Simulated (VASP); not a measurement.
Crystal: Mg4Se.

```
Mg Se
1.0
     4.71861    0.00000    0.00000
     0.00000    4.71861    0.00000
     0.00000    0.00000    4.71861
Mg Se
4 1
Direct
  0.25000 0.25000 0.25000
  0.75000 0.75000 0.25000
  0.25000 0.75000 0.75000
  0.75000 0.25000 0.75000
  0.00000 0.00000 0.00000
```

The cell was built from a structure type or drawn by symmetry, and may not be a known phase.

```yaml
Program: VASP 6.6.1
Task: relaxation of cell and atoms
Functional: PBE
Potentials_or_basis: VASP PAW PBE potentials, release 64 (Mg, Se)
Cutoff: 600 eV
k_mesh: 4 × 4 × 4
Occupations: gaussian, width 0.1 eV
Spin: no spin polarisation
```

At the start: pressure 30.7 GPa; volume 21.01 Å³/atom.

Q: Where does the relaxation end?

A: Over 8 steps the energy falls by 1177.2 meV/atom and the volume is 26.66 Å³/atom (+26.9 %); space group P-43m (No. 215, to 0.1 Å) before and after.

Step by step:
```tsv
step	energy change (eV)	largest force (eV/Å)	pressure (GPa)	volume (Å³)
1	0.0000	7.7633	30.68	105.06
2	-4.8622	0.4515	-5.30	178.89
3	-5.6897	0.5884	-1.79	146.30
4	-5.6883	0.6377	-1.58	145.39
5	-5.7965	0.5209	-0.87	139.97
6	-5.8729	0.1848	0.88	130.79
7	-5.8733	0.2116	0.75	131.36
8	-5.8860	0.0035	0.12	133.31
```

Final structure:
```xyz
5
Lattice="5.1084 0.0000 0.0000 0.0000 5.1084 0.0000 0.0000 0.0000 5.1084" Properties=species:S:1:pos:R:3 pbc="T T T"
Mg    1.4833    1.4833    1.4833
Mg    3.6250    3.6250    1.4833
Mg    1.4833    3.6250    3.6250
Mg    3.6250    1.4833    3.6250
Se    0.0000    0.0000    0.0000
```

Caveat: the volume moved by over 15 % at a fixed basis, so the end points are rough.
